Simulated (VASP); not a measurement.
Wanted: the native input for a VASP 6.6.1 run.

```yaml
Task: single point
Functional: PBE
Dispersion: D3(BJ)
Potentials_or_basis: VASP PAW PBE potentials, release 64 (Si, S, Li_sv, N)
Cutoff: 650 eV
k_mesh: 1 × 1 × 1, shifted
Occupations: fermi-dirac, width 0.062 eV
Spin: no spin polarisation
Dipole_correction: no
Further_INCAR_settings: LREAL = Auto; ALGO = Normal; EDIFF = 1e-06; NBANDS = 61; ISYM = -1
```

The structure of Li6SiS2N2 lies in POSCAR:

```
Li6SiS2N2
1.0
    7.0575940000      0.2300220000     -0.0127870000
    0.2300220000      6.8226690000     -0.2070970000
   -0.0127870000     -0.2070970000      7.0752940000
Si S Li N
2 4 12 4
Direct
    0.3827303170      0.0647173624      0.8642063134
    0.0526517659      0.6934489796      0.0778375374
   -0.0254412600      0.4048621810      0.0880679200
    0.8191318526      0.8392407050      0.2798055418
    0.9132040886      0.8113403475      0.8341147792
    0.3157654676      0.4645390443      0.5478743831
    0.5925690841      0.4690577742      0.7820145196
    0.0438685001      0.4073367765      0.7616707053
    0.5465503368      0.8684822633      0.0866821662
    0.0962921829      0.1666395259      0.4991701877
    0.7878047281      0.2127959558      0.3305445771
    0.5041582715      0.4997479148      0.1543291297
   -0.1494770526      0.9759488721      0.5793666978
    0.5372205323      0.2087100104      0.5684913808
    0.7964402515      0.1721577794      0.8503180845
    0.2368905596     -0.2761231480      0.7422376857
    0.8145993438      0.5424175493      0.5016353142
    0.3169035886      0.7840714250      0.4043593222
    0.3171640027      0.0033419001      0.6466311751
    0.8461356856      0.2551604831      0.5990977205
    0.7307602512      0.3868688246      0.0326507428
    0.2892437907      0.6954870505      0.0947496799
```

The input as run:

INCAR

```
PREC     = Accurate       # precision mode
ENCUT    = 650            # plane-wave cutoff, eV
EDIFF    = 1E-6           # SCF threshold, eV
ISMEAR   = -1             # smearing method
SIGMA    = 0.062          # smearing width, eV
LREAL    = Auto         
LASPH    = True           # aspherical terms in the spheres
NELM     = 120            # most SCF steps
ALGO     = Normal         # electronic algorithm
ISIF     = 2              # what is computed and relaxed
LWAVE    = False          # write WAVECAR
LCHARG   = True           # write CHGCAR
GGA      = PE             # functional
IVDW     = 12             # dispersion correction
LELF     = True           # ELF
LVHAR    = True         
ISYM     = -1           
NBANDS   = 61             # bands
GGA_COMPAT= False
```

KPOINTS

```
explicit points
1
Reciprocal
  0.25000000   0.25000000   0.25000000 1
```

Potentials or basis: VASP PAW PBE potentials, release 64 (Si, S, Li_sv, N).

The run is started by

```sh
$ cat potpaw_PBE.64/Si/POTCAR potpaw_PBE.64/S/POTCAR potpaw_PBE.64/Li_sv/POTCAR potpaw_PBE.64/N/POTCAR > POTCAR
$ mpirun -np 1 vasp_std > vasp.out
```

It gave:

```json
{
  "Pressure": "-3.4 GPa",
  "Largest force": "2.585 eV/Å",
  "Dispersion energy per atom": "-0.215 eV"
}
```

Caveat: the atoms stand as in a frame of molecular dynamics.

Wall time 50 s on 1 thread of Intel(R) Xeon(R) Platinum 8488C (Sapphire Rapids) (shared host), peak memory 0.46 GiB.
